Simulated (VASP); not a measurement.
Input of a VASP 6.6.1 run:

File POSCAR:

```
MoS2
1.0
    3.2811734019      0.0000000000      0.0000000000
   -1.6405861926      2.8415788291      0.0000000000
    0.0000000000      0.0000000000      6.2386118519
Mo S
1 2
Direct
    0.0000000000      0.0000000000      0.5000000000
    0.3333333333      0.6666666667      0.2592897722
    0.6666666667      0.3333333333      0.7407102278
```

The input INCAR.step1:

```
SYSTEM = MoS2
  PREC = Accurate
  ENCUT = 520
  ISMEAR = 0
  SIGMA = 0.1
  LREAL = .False.
  LASPH = .True.
  NELM = 100
  NBANDS = 20
  GGA = PE
  ALGO = Normal
  EDIFF = 1E-4
  LWAVE = .True.
  LCHARG = .False.
```

Contents of INCAR.step2:

```
SYSTEM = MoS2
  PREC = Accurate
  ENCUT = 520
  EDIFF = 1E-7
  ISMEAR = 0
  SIGMA = 0.1
  LREAL = .False.
  LASPH = .True.
  NELM = 100
  ALGO = Normal
  ISIF = 2
  LWAVE = .False.
  LCHARG = .False.
  METAGGA = R2SCAN
  LMIXTAU = .True.
  NBANDS = 20
  ISTART = 1
```

Contents of KPOINTS:

```
Automatic mesh
0
Gamma
  4 4 2
  0 0 0
```

Potentials or basis: VASP PAW PBE potentials, release 64 (Mo_sv, S).

Command:

```bash
$ cat potpaw_PBE.64/Mo_sv/POTCAR potpaw_PBE.64/S/POTCAR > POTCAR
$ cp INCAR.step1 INCAR
$ mpirun -np 1 vasp_std > vasp.out
$ cp INCAR.step2 INCAR
$ mpirun -np 1 vasp_std > vasp.out
```

**Question.** What does it give for the band gap on the k mesh?

**Answer.** Zero (band 13 reaches 6.50 eV, above the bottom of band 14 at 5.92 eV).

**Question.** Predict the largest force.

**Answer.** 0.074 eV/Å.

**Question.** Predict the pressure.

**Answer.** 0.1 GPa.

Forces in eV/Å, atoms in the order of the input:
```
Mo   0.000  0.000  0.000
S    0.000  0.000 -0.074
S    0.000  0.000  0.074
```

Caveat: the k points lie up to 0.55 Å⁻¹ apart; the PAW data sets were made with another functional, which shifts forces and pressure a little.
